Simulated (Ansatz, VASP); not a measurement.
**CdS in VASP and in Ansatz**

```
CELL_PARAMETERS angstrom
4.16884 0.00000 0.00000
-2.08442 3.61032 0.00000
0.00000 0.00000 6.77962
ATOMIC_POSITIONS crystal
Cd 0.66667 0.33333 0.50022
Cd 0.33333 0.66667 0.00022
S 0.66667 0.33333 0.87678
S 0.33333 0.66667 0.37678
```

Alike in both runs: task relaxation of cell and atoms; functional LDA; k mesh 6 × 6 × 4; occupations gaussian, width 0.02 eV; no spin polarisation.

```csv
,VASP,Ansatz
version,VASP 6.6.1,Ansatz 0.2.0
potentials or method,"VASP PAW LDA potentials, release 64 (Cd, S), cutoff 600 eV","scalar-relativistic, plane waves, PAW"
valence electrons in the cell,36,52
```

```tsv
	VASP	Ansatz	Ansatz less VASP
gap on the k mesh at the Fermi level, each at its own relaxed structure (eV)	1.04	1.03	-0.014
relaxed volume (Å³/atom)	24.03	23.86	-0.177
relaxed length of the cell vector where the two differ most in proportion (Å)	4.085	4.074	-0.0107
```

Ansatz warns that its potentials were made for another functional, while VASP's fit it. LDA's correlation is that of Perdew and Zunger in VASP and of Perdew and Wang (1992) in Ansatz. VASP's potentials hold 36 valence electrons a cell and Ansatz's 52, so a difference there can come from the potentials and not from the codes.
